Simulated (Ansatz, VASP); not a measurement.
One calculation of Rh, two programs

The input INCAR:

```
SYSTEM = Rh
  PREC = Accurate
  ENCUT = 600
  EDIFF = 1E-6
  ISMEAR = 0
  SIGMA = 0.1
  LREAL = .FALSE.
  LASPH = .TRUE.
  NELM = 100
  ALGO = Normal
  ISIF = 3
  LWAVE = .FALSE.
  LCHARG = .FALSE.
  GGA = PE
  IVDW = 12
  IBRION = 2
  NSW = 100
  EDIFFG = -0.005
```

KPOINTS

```
regular mesh
0
G
  18 18 18
  0 0 0
```

File POSCAR:

```
Rh
1.0
    0.0000000000      1.9015500000      1.9015500000
    1.9015500000      0.0000000000      1.9015500000
    1.9015500000      1.9015500000      0.0000000000
Rh
1
Direct
    0.0000000000      0.0000000000      0.0000000000
```

Input for Ansatz:

```yaml
crystal:
  lattice:
    - [0.0, 1.90155, 1.90155]
    - [1.90155, 0.0, 1.90155]
    - [1.90155, 1.90155, 0.0]
  atoms:
    - { symbol: Rh, position: [0.0, 0.0, 0.0] }
basis:
  ecutwfc: 420
kpoints:
  mp_grid: { grid: [18, 18, 18] }
hamiltonian:
  xc: pbe
  pseudopotentials: { kind: paw, azcp: { folder: soft_1 } }
  dispersion: d3bj
scf:
  occupations: { method: gaussian, width: 0.1 }
output:
  forces: true
  stress: true
  eigenvalues: true
relax:
  adjacent_minimum: "off"
  f_tol: 0.005
  max_steps: 80
  cell: { stress_tol: 0.05 }
```

Alike in both runs: task relaxation of cell and atoms; functional PBE; dispersion D3(BJ); k mesh 18 × 18 × 18; occupations gaussian, width 0.1 eV; no spin polarisation.

```csv
,VASP,Ansatz
version,VASP 6.6.1,Ansatz 0.2.0
potentials or method,"VASP PAW PBE potentials, release 64 (Rh_pv), cutoff 600 eV","scalar-relativistic, plane waves, PAW"
valence electrons in the cell,15,17
```

|  | VASP | Ansatz | Ansatz less VASP |
| --- | --- | --- | --- |
| gap on the k mesh at the Fermi level, each at its own relaxed structure (eV) | none | none | - |
| relaxed volume (Å³/atom) | 13.64 | 13.65 | +0.007 |
| relaxed cell length with the largest relative difference (Å) | 2.682 | 2.683 | +0.0005 |

A gap of «none» marks a metal or a gap that the smearing closes. VASP's potentials hold 15 valence electrons a cell and Ansatz's 17, so a difference there can come from the potentials and not from the codes.
